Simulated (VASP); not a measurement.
# N (P-1) in VASP: single point with r2SCAN

Aim: the single point of N with r2SCAN.

Program: VASP 6.6.1. These are calculated values, not measurements. Logs are shortened: lines on timing, memory, paths and dates and some standing lists are left out, and cuts for length are marked.

## (1) The cell of the first run

The typed cell holds 2 atoms: a = 3.629 Å, b = 3.629 Å, c = 5.890 Å, α = 90.00°, β = 90.00°, γ = 120.00°.

## (2) Single point, r2SCAN, collinear spin, ferromagnetic start (atom 1 (N) moved by (+0.200, -0.100) A along [1 1 0] and z)

POSCAR reads:

```
N
1.0
    3.6290016496      0.0000000000      0.0000000000
   -1.8145008248      3.1428076190      0.0000000000
    0.0000000000      0.0000000000      5.8900000000
N
2
Direct
    0.3948023091      0.7116650800      0.2330220713
    0.6666666667      0.3333333333      0.7500000000
```

INCAR.step1 reads:

```
PREC = Accurate
ENCUT = 520
ISMEAR = 0
SIGMA = 0.05
LREAL = False
LASPH = True
NELM = 150
ISPIN = 2
MAGMOM = 3.2 3.2
NBANDS = 16
GGA = PE
ALGO = Normal
EDIFF = 1E-4
LWAVE = True
LCHARG = False
```

INCAR.step2 reads:

```
PREC = Accurate
ENCUT = 520
EDIFF = 1E-6
ISMEAR = 0
SIGMA = 0.05
LREAL = False
LASPH = True
NELM = 150
ALGO = Normal
ISIF = 2
LWAVE = False
LCHARG = False
ISPIN = 2
MAGMOM = 3.2 3.2
LORBIT = 11
METAGGA = R2SCAN
LMIXTAU = True
NBANDS = 16
ISTART = 1
```

KPOINTS reads:

```
Automatic mesh
0
Gamma
  6 6 4
```

Potentials or basis: VASP PAW PBE potentials, release 64 (N).

Command:

```sh
$ cat potpaw_PBE.64/N/POTCAR > POTCAR
$ cp INCAR.step1 INCAR
$ mpirun -np 1 vasp_std > vasp.out
$ cp INCAR.step2 INCAR
$ mpirun -np 1 vasp_std > vasp.out
```

OUTCAR:

```text
PREC = Accurate
   ENCUT = 520
   EDIFF = 1E-6
   ISMEAR = 0
   LREAL = False
   LASPH = True
   NELM = 150
   ISIF = 2
   ISPIN = 2
   LORBIT = 11
   METAGGA = R2SCAN
   ISTART = 1

 ion  position               nearest neighbor table
   1  0.395  0.712  0.233-
   2  0.667  0.333  0.750-

  LATTYP: Found a hexagonal cell.
 ALAT       =     3.6290016496
 C/A-ratio  =     1.6230359114

  Lattice vectors:

 A1 = (   3.6290016496,   0.0000000000,   0.0000000000)
 A2 = (  -1.8145008248,   3.1428076190,   0.0000000000)
 A3 = (   0.0000000000,   0.0000000000,   5.8900000000)

Analysis of symmetry for initial positions (statically):
=====================================================================
 Subroutine PRICEL returns:
 Original cell was already a primitive cell.

 Routine SETGRP: Setting up the symmetry group for a
 hexagonal supercell.

 Subroutine GETGRP returns: Found  2 space group operations
 (whereof  1 operations were pure point group operations)
 out of a pool of 24 trial point group operations.

The static configuration has the point symmetry C_1 .
 The point group associated with its full space group is S_2 .

Analysis of symmetry for dynamics (positions and initial velocities):
=====================================================================
 Subroutine PRICEL returns:
 Original cell was already a primitive cell.

 Routine SETGRP: Setting up the symmetry group for a
 hexagonal supercell.

 Subroutine GETGRP returns: Found  2 space group operations
 (whereof  1 operations were pure point group operations)
 out of a pool of 24 trial point group operations.

The dynamic configuration has the point symmetry C_1 .
 The point group associated with its full space group is S_2 .

Analysis of structural, dynamic, and magnetic symmetry:
=====================================================================
 Subroutine PRICEL returns:
 Original cell was already a primitive cell.

 Routine SETGRP: Setting up the symmetry group for a
 hexagonal supercell.

 Subroutine GETGRP returns: Found  2 space group operations
 (whereof  1 operations were pure point group operations)
 out of a pool of 24 trial point group operations.

The overall configuration has the point symmetry C_1 .
 The point group associated with its full space group is S_2 .

 Subroutine INISYM returns: Found  2 space group operations
 (whereof  1 operations are pure point group operations),
 and found     1 'primitive' translations

----------------------------------------------------------------------------------------

                                     Primitive cell

  volume of cell :      67.1769

  direct lattice vectors                    reciprocal lattice vectors
     3.629001650  0.000000000  0.000000000     0.275557880  0.159093416  0.000000000
    -1.814500825  3.142807619  0.000000000     0.000000000  0.318186832  0.000000000
     0.000000000  0.000000000  5.890000000     0.000000000  0.000000000  0.169779287

  length of vectors
     3.629001650  3.629001650  5.890000000     0.318186832  0.318186832  0.169779287

  position of ions in fractional coordinates (direct lattice)
     0.394802309  0.711665080  0.233022071
     0.666666667  0.333333333  0.750000000

  ion indices of the primitive-cell ions
   primitive index   ion index
                 1           1
                 2           2

----------------------------------------------------------------------------------------

 KPOINTS: Automatic mesh

Automatic generation of k-mesh.
 Grid dimensions read from file:
 generate k-points for:    6    6    4

 Generating k-lattice:

  Cartesian coordinates                     Fractional coordinates (reciprocal lattice)
     0.045926313  0.026515569  0.000000000     0.166666667  0.000000000  0.000000000
     0.000000000  0.053031139  0.000000000     0.000000000  0.166666667  0.000000000
     0.000000000  0.000000000  0.042444822     0.000000000  0.000000000  0.250000000

  Length of vectors
     0.053031139  0.053031139  0.042444822

  Shift w.r.t. Gamma in fractional coordinates (k-lattice)
     0.000000000  0.000000000  0.000000000

 Subroutine IBZKPT returns following result:
 ===========================================

 Found     76 irreducible k-points:

 Following reciprocal coordinates:
            Coordinates               Weight
  0.000000  0.000000  0.000000      1.000000
  0.166667  0.000000  0.000000      2.000000
  0.000000  0.166667  0.000000      2.000000
 -0.166667  0.166667  0.000000      2.000000
  0.333333  0.000000  0.000000      2.000000
  0.000000  0.333333  0.000000      2.000000
[... 16 lines left out ...]
  0.000000  0.166667  0.250000      2.000000
 -0.166667  0.166667  0.250000      2.000000
 [... further k-points ...]
   k-points           NKPTS =     76   k-points in BZ     NKDIM =     76   number of bands    NBANDS=     16
   number of dos      NEDOS =    301   number of ions     NIONS =      2
   total plane-waves  NPLWV =  37632
   dimension x,y,z NGX =    28 NGY =   28 NGZ =   48
   dimension x,y,z NGXF=    56 NGYF=   56 NGZF=   96
   ions per type =               2
   NGX,Y,Z   is equivalent  to a cutoff of  12.83, 12.83, 13.55 a.u.
   NGXF,Y,Z  is equivalent  to a cutoff of  25.65, 25.65, 27.10 a.u.
 SYSTEM =  unknown system
   PREC   = accura    normal or accurate (medium, high low for compatibility)
   ISTART =      1    job   : 0-new  1-cont  2-samecut
   ICHARG =      0    charge: 1-file 2-atom 10-const
   ISPIN  =      2    spin polarized calculation?
   LNONCOLLINEAR =      F non collinear calculations
   LSORBIT =      F    spin-orbit coupling
   LASPH  =      T    aspherical Exc in radial PAW
   ENCUT  =  520.0 eV  38.22 Ry    6.18 a.u.   6.75  6.75 10.95*2*pi/ulx,y,z
   NELM   =    150;   NELMIN=  2; NELMDL=  0     # of ELM steps
   EDIFF  = 0.1E-05   stopping-criterion for ELM
   LREAL  =      F    real-space projection
   EDIFFG = 0.1E-04   stopping-criterion for IOM
   NSW    =      0    number of steps for IOM
   IBRION =     -1    ionic relax: 0-MD 1-quasi-New 2-CG
   NFREE  =      0    steps in history (QN), initial steepest desc. (CG)
   ISIF   =      2    stress and relaxation
   ISYM   =      2    0-nonsym 1-usesym 2-fastsym
   POTIM  = 0.5000    time-step for ionic-motion
   TEBEG  =    0.0;   TEEND  =   0.0 temperature during run
   PSTRESS=    0.0 pullay stress
   NELECT =      10.0000    total number of electrons
   NUPDOWN=      -1.0000    fix difference up-down
   EMIN   =  10.00;   EMAX   =-10.00  energy-range for DOS
   EFERMI =   0.00;   METHOD = LEGACY
   ISMEAR =     0;   SIGMA  =   0.05  broadening in eV -4-tet -1-fermi 0-gaus
   EFERMI_NEDOS =   21; number of points for ismear=-14 and -15
   IALGO  =     38    algorithm
   IMIX   =      4    mixing-type and parameters
     AMIX     =   0.40;   BMIX     =  1.00
     AMIX_MAG =   1.60;   BMIX_MAG =  1.00
  volume/ion in A,a.u.               =      33.59       226.67
  Fermi-wavevector in a.u.,A,eV,Ry     =   0.867630  1.639584 10.242227  0.752782
  Thomas-Fermi vector in A             =   1.986192
   LORBIT       =     11    0 simple, 1 ext, 2 COOP (PROOUT), +10 PAW based schemes
   METAGGA = R2SCAN    functional components
   LHFCALC =     F    Hartree Fock is set to
   AEXX    =    0.0000 exact exchange contribution
   IVDW    =     0    specifies the selected vdW correction
   LEPSILON=     F    determine dielectric tensor
   LRPA    =     F    only Hartree local field effects (RPA)
 spin polarized calculation
 Gauss-broadening in eV      SIGMA  =   0.05
  energy-cutoff  :      520.00
  volume of cell :       67.18
 maximum number of plane-waves:      1834
   NGX = 13   NGY = 13   NGZ = 21

 number of electron      10.0000000 magnetization       5.9999999

 Free energy of the ion-electron system (eV)
  ---------------------------------------------------
  ext. energy  EPLUGINS =         0.00000000
  ---------------------------------------------------
  free energy    TOTEN  =        -8.87199823 eV

  energy without entropy =       -8.87199823  energy(sigma->0) =       -8.87199823

 E-fermi :  -5.7223     XC(G=0):  -5.3194

 val. band max:       -5.9895406284   @ k =   0.0000   0.0000   0.0000
 cond. band min:      -2.0778707059   @ k =   0.0000   0.0000   0.0000
 fundamental gap:      3.9116699225
 Fermi energy:        -5.7223479464

 spin component 1

 k-point     1 :       0.0000    0.0000    0.0000
  band No.  band energies     occupation
      1     -19.2419      1.00000
      2     -18.9517      1.00000
      3      -7.2049      1.00000
      4      -6.1600      1.00000
      5      -6.1134      1.00000
      6      -6.0382      1.00000
[... 8 lines left out ...]
     15      14.2014      0.00000
     16      14.7609      0.00000

 k-point     2 :       0.1667    0.0000    0.0000
  band No.  band energies     occupation
      1     -19.1841      1.00000
      2     -18.9225      1.00000
      3      -7.1021      1.00000
      4      -6.3780      1.00000
      5      -6.2531      1.00000
      6      -6.2204      1.00000
[... 8 lines left out ...]
     15      13.3071      0.00000
     16      14.4624      0.00000

 k-point     3 :       0.0000    0.1667    0.0000
  band No.  band energies     occupation
      1     -19.1805      1.00000
      2     -18.9263      1.00000
      3      -7.0903      1.00000
      4      -6.3847      1.00000
      5      -6.2494      1.00000
      6      -6.1931      1.00000
[... 8 lines left out ...]
     15      13.2669      0.00000
     16      14.5413      0.00000
[... 362 lines left out ...]
 k-point    23 :       0.0000    0.1667    0.2500
  band No.  band energies     occupation
      1     -19.1463      1.00000
      2     -18.9629      1.00000
      3      -6.9808      1.00000
      4      -6.3913      1.00000
      5      -6.3273      1.00000
      6      -6.1753      1.00000
[... 8 lines left out ...]
     15      13.2306      0.00000
     16      13.8375      0.00000

 k-point    24 :      -0.1667    0.1667    0.2500
  band No.  band energies     occupation
      1     -19.1468      1.00000
      2     -18.9624      1.00000
      3      -6.9791      1.00000
      4      -6.4178      1.00000
      5      -6.2884      1.00000
      6      -6.1792      1.00000
[... 8 lines left out ...]
     15      13.2917      0.00000
     16      13.8712      0.00000

 [... further k-points ...]

 spin component 2

 k-point     1 :       0.0000    0.0000    0.0000
  band No.  band energies     occupation
      1     -13.2836      1.00000
      2     -12.7765      1.00000
      3      -2.0779      0.00000
      4      -0.1060      0.00000
      5      -0.0316      0.00000
      6       0.0927      0.00000
[... 8 lines left out ...]
     15      16.7808      0.00000
     16      17.4504      0.00000

 k-point     2 :       0.1667    0.0000    0.0000
  band No.  band energies     occupation
      1     -13.1840      1.00000
      2     -12.7262      1.00000
      3      -1.8888      0.00000
      4      -0.5947      0.00000
      5      -0.3401      0.00000
      6      -0.2203      0.00000
[... 8 lines left out ...]
     15      15.7568      0.00000
     16      16.9403      0.00000

 k-point     3 :       0.0000    0.1667    0.0000
  band No.  band energies     occupation
      1     -13.1791      1.00000
      2     -12.7316      1.00000
      3      -1.8753      0.00000
      4      -0.5667      0.00000
      5      -0.3702      0.00000
      6      -0.1812      0.00000
[... 8 lines left out ...]
     15      15.9613      0.00000
     16      16.9967      0.00000
[... 362 lines left out ...]
 k-point    23 :       0.0000    0.1667    0.2500
  band No.  band energies     occupation
      1     -13.1199      1.00000
      2     -12.7988      1.00000
      3      -1.6893      0.00000
      4      -0.6564      0.00000
      5      -0.4504      0.00000
      6      -0.1487      0.00000
[... 8 lines left out ...]
     15      15.8679      0.00000
     16      16.3930      0.00000

 k-point    24 :      -0.1667    0.1667    0.2500
  band No.  band energies     occupation
      1     -13.1207      1.00000
      2     -12.7981      1.00000
      3      -1.6864      0.00000
      4      -0.6929      0.00000
      5      -0.3912      0.00000
      6      -0.1540      0.00000
[... 8 lines left out ...]
     15      15.9327      0.00000
     16      16.4173      0.00000

 [... further k-points ...]

------------------------ aborting loop because EDIFF is reached ----------------------------------------

  FORCE on cell =-STRESS in cart. coord.  units (eV):
  Direction    XX          YY          ZZ          XY          YZ          ZX
  --------------------------------------------------------------------------------------
  -------------------------------------------------------------------------------------
  Total        0.0579237      0.0783795      0.0902773     -0.0106575     -0.0059324     -0.0042122
  in kB        1.3814868      1.8693590      2.1531242     -0.2541822     -0.1414877     -0.1004612
  external PRESSURE =       1.8013233 kB  Pullay stress =       0.0000000 kB

 VOLUME and BASIS-vectors are now :
 -----------------------------------------------------------------------------
  energy-cutoff  :      520.00
  volume of cell :       67.18
      direct lattice vectors                 reciprocal lattice vectors
     3.629001650  0.000000000  0.000000000     0.275557880  0.159093416  0.000000000
    -1.814500825  3.142807619  0.000000000     0.000000000  0.318186832  0.000000000
     0.000000000  0.000000000  5.890000000     0.000000000  0.000000000  0.169779287

 POSITION                                       TOTAL-FORCE (eV/Angst)
 -----------------------------------------------------------------------------------
      0.14142      2.23663      1.37250        -0.005173     -0.007236      0.023955
      1.81450      1.04760      4.41750         0.005173      0.007236     -0.023955
 -----------------------------------------------------------------------------------
    total drift:                               -0.000009      0.000006     -0.000005

  FREE ENERGIE OF THE ION-ELECTRON SYSTEM (eV)
  ---------------------------------------------------
  free  energy   TOTEN  =        -8.8719982308 eV

  energy  without entropy=       -8.8719982308  energy(sigma->0) =       -8.87199823

 total charge

# of ion       s       p       d       tot
------------------------------------------
    1        1.359   1.940   0.000   3.299
    2        1.359   1.940   0.000   3.299
--------------------------------------------------
tot          2.718   3.880   0.000   6.598

 magnetization (x)

# of ion       s       p       d       tot
------------------------------------------
    1        0.050   1.940   0.000   1.990
    2        0.050   1.940   0.000   1.990
--------------------------------------------------
tot          0.101   3.880   0.000   3.981
```

Wall time 14 min (1 thread of Oxide Virtual Turin-like, shared host); peak memory 0.25 GiB.

Results:

| Quantity | Value |
| --- | --- |
| Free energy | -8.8720 eV |
| Pressure | 0.2 GPa |
| Largest force | 0.026 eV/Å |
| Band gap on the k mesh | 3.91 eV |
| Net moment | 6.00 μB per cell |
| Site moments | N +1.99 μB |
| Valence electrons inside the program's atomic spheres | N 3.30 |

Forces in eV/Å, atoms in the order of the input:
```
N   -0.005 -0.007  0.024
N    0.005  0.007 -0.024
```

Levels at points of the mesh, in eV from the valence-band top:
Spin up:
| k point | band 4 | band 5 | band 6 | band 7 | band 8 | band 9 | band 10 | band 11 | band 12 | band 13 |
| --- | --- | --- | --- | --- | --- | --- | --- | --- | --- | --- |
| (0.00, 0.00, 0.00) | -0.17 | -0.12 | -0.05 | -0.01 | 0.00 | 8.31 | 12.26 | 12.60 | 18.84 | 19.21 |
| (0.50, 0.00, 0.00) | -0.83 | -0.71 | -0.40 | -0.16 | -0.13 | 11.94 | 12.18 | 12.95 | 14.25 | 15.78 |
| (0.00, 0.50, 0.00) | -0.89 | -0.55 | -0.39 | -0.34 | -0.15 | 11.91 | 12.13 | 13.43 | 14.47 | 15.08 |
| (0.50, 0.50, 0.00) | -0.87 | -0.60 | -0.39 | -0.29 | -0.15 | 11.92 | 12.14 | 13.29 | 14.43 | 15.27 |
| (0.00, 0.00, 0.50) | -0.59 | -0.11 | -0.09 | -0.08 | -0.07 | 9.57 | 9.74 | 15.76 | 16.18 | 19.22 |
| (0.50, 0.00, 0.50) | -1.09 | -0.34 | -0.29 | -0.29 | -0.24 | 12.08 | 12.18 | 13.30 | 13.44 | 16.49 |
| (0.00, 0.50, 0.50) | -1.14 | -0.31 | -0.28 | -0.24 | -0.21 | 12.12 | 12.17 | 13.27 | 13.37 | 16.37 |
| (0.50, 0.50, 0.50) | -1.13 | -0.33 | -0.29 | -0.24 | -0.21 | 12.11 | 12.17 | 13.28 | 13.39 | 16.38 |
Spin down:
```tsv
k point	band 1	band 2	band 3	band 4	band 5	band 6
(0.00, 0.00, 0.00)	-7.29	-6.79	3.91	5.88	5.96	6.08
(0.50, 0.00, 0.00)	-6.84	-6.61	4.02	4.65	4.89	5.47
(0.00, 0.50, 0.00)	-6.78	-6.68	4.15	4.53	5.13	5.48
(0.50, 0.50, 0.00)	-6.80	-6.66	4.11	4.56	5.05	5.48
(0.00, 0.00, 0.50)	-7.10	-7.01	4.81	4.95	5.99	6.01
(0.50, 0.00, 0.50)	-6.75	-6.71	4.09	4.15	5.57	5.63
(0.00, 0.50, 0.50)	-6.73	-6.72	4.02	4.06	5.63	5.68
(0.50, 0.50, 0.50)	-6.74	-6.71	4.04	4.08	5.60	5.65
```

Caveat: the cell differs from its parent crystal (atom 1 (N) moved by (+0.200, -0.100) A along [1 1 0] and z); the PAW data sets were made with another functional, which shifts forces and pressure a little. A k mesh can miss the band edges.
